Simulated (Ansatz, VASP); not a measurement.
## ZnAu in VASP and in Ansatz

```
CELL_PARAMETERS angstrom
3.13929 0.00000 0.00000
0.00000 3.13929 0.00000
0.00000 0.00000 3.13929
ATOMIC_POSITIONS crystal
Zn 0.50000 0.50000 0.50000
Au 0.00000 0.00000 0.00000
```

Alike in both runs: functional PBE; dispersion D3(BJ); k mesh 14 × 14 × 14; occupations gaussian, width 0.1 eV; no spin polarisation.

Ansatz relaxed the structure, and its values are those at the end. VASP's run is a single point on that final structure, the one shown.

```csv
,VASP,Ansatz
version,VASP 6.6.1,Ansatz 0.2.0
potentials or method,"VASP PAW PBE potentials, release 64 (Zn, Au), cutoff 520 eV","scalar-relativistic, plane waves, PAW"
valence electrons in the cell,23,31
```

VASP gave:

* gap on the k mesh at the Fermi level (eV): none
* pressure (GPa): 0.1

Problem. What did Ansatz give for the same quantities?

Solution. gap on the k mesh at the Fermi level (eV): none; pressure (GPa): 0.0.

A gap of «none» marks a metal or a gap that the smearing closes. VASP's potentials hold 23 valence electrons a cell and Ansatz's 31, so a difference there can come from the potentials and not from the codes.

Neither program's run includes spin-orbit coupling.
